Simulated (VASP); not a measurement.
A run of VASP 6.6.1:

The input INCAR:

```
SYSTEM = KCl
ALGO = Normal
EDIFF = 1E-8
ENCUT = 520
GGA = PE
ISIF = 2
ISMEAR = -1
LASPH = .True.
LCHARG = .False.
LEFG = .True.
LREAL = .False.
LWAVE = .False.
NBANDS = 15
NELM = 100
PREC = Accurate
SIGMA = 0.02
```

Contents of KPOINTS:

```
k-points
0
Gamma
  7 7 7
  0 0 0
```

POSCAR

```
KCl
1.0
    3.6460731784      0.0000000000      0.0000000000
    0.0000000000      3.6460731784      0.0000000000
    0.0000000000      0.0000000000      3.6460731784
K Cl
1 1
Direct
    0.0000000000      0.0000000000      0.0000000000
    0.5000000000      0.5000000000      0.5000000000
```

Potentials or basis: VASP PAW PBE potentials, release 64 (K_sv, Cl).

Launch:

```sh
$ cat potpaw_PBE.64/K_sv/POTCAR potpaw_PBE.64/Cl/POTCAR > POTCAR
$ mpirun -np 1 vasp_std > vasp.out
```

Hardware: 1 thread of Intel Xeon 8259CL, with other jobs on the host.

**Question.** How long does it take, and how much memory?

**Answer.** It took 23 s on 1 thread of Intel Xeon 8259CL, with other jobs on the host, peak memory 0.16 GiB. Counts: scf iterations 17, k points 20.
